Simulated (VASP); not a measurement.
Here is a VASP 6.6.1 calculation.

POSCAR

```
TiO2
1.0
    4.5975577434      0.0000000000      0.0000000000
    0.0000000000      4.5975577434      0.0000000000
    0.0000000000      0.0000000000      2.9541347801
Ti O
2 4
Direct
    0.0000000000      0.0000000000      0.0000000000
    0.5000000000      0.5000000000      0.5000000000
    0.3046305648      0.3046305648      0.0000000000
    0.1953694352      0.8046305648      0.5000000000
    0.6953694352      0.6953694352      0.0000000000
    0.8046305648      0.1953694352      0.5000000000
```

The input INCAR.step1:

```
SYSTEM = TiO2
PREC = Accurate
ENCUT = 520
ISMEAR = 0
SIGMA = 0.02
LREAL = .False.
LASPH = .True.
NELM = 80
NBANDS = 33
GGA = PE
ALGO = Normal
EDIFF = 1E-4
LWAVE = .True.
LCHARG = .False.
```

The input INCAR.step2:

```
SYSTEM = TiO2
PREC = Accurate
ENCUT = 520
EDIFF = 1E-7
ISMEAR = 0
SIGMA = 0.02
LREAL = .False.
LASPH = .True.
NELM = 80
ALGO = Normal
ISIF = 2
LWAVE = .False.
LCHARG = .False.
METAGGA = R2SCAN
LMIXTAU = .True.
NBANDS = 33
ISTART = 1
```

Contents of KPOINTS:

```
regular mesh
0
Gamma
  6 6 10
  0 0 0
```

Potentials or basis: VASP PAW PBE potentials, release 64 (Ti_sv, O).

Run with:

```bash
$ cat potpaw_PBE.64/Ti_sv/POTCAR potpaw_PBE.64/O/POTCAR > POTCAR
$ cp INCAR.step1 INCAR
$ mpirun -np 1 vasp_std > vasp.out
$ cp INCAR.step2 INCAR
$ mpirun -np 1 vasp_std > vasp.out
```

Problem. Estimate the largest force.

Solution. 0.034 eV/Å.

Problem. What does it give for the band gap on the k mesh?

Solution. 2.23 eV.

Problem. What does it give for the pressure?

Solution. 1.1 GPa.

Forces in eV/Å, atoms in the order of the input:
```
Ti   0.000  0.000  0.000
Ti   0.000  0.000  0.000
O   -0.024 -0.024  0.000
O    0.024 -0.024  0.000
O    0.024  0.024  0.000
O   -0.024  0.024  0.000
```

Caveat: the PAW data sets were made with another functional, which shifts forces and pressure a little. r2SCAN opens gaps a little over a GGA but as a rule still falls short of measured ones.
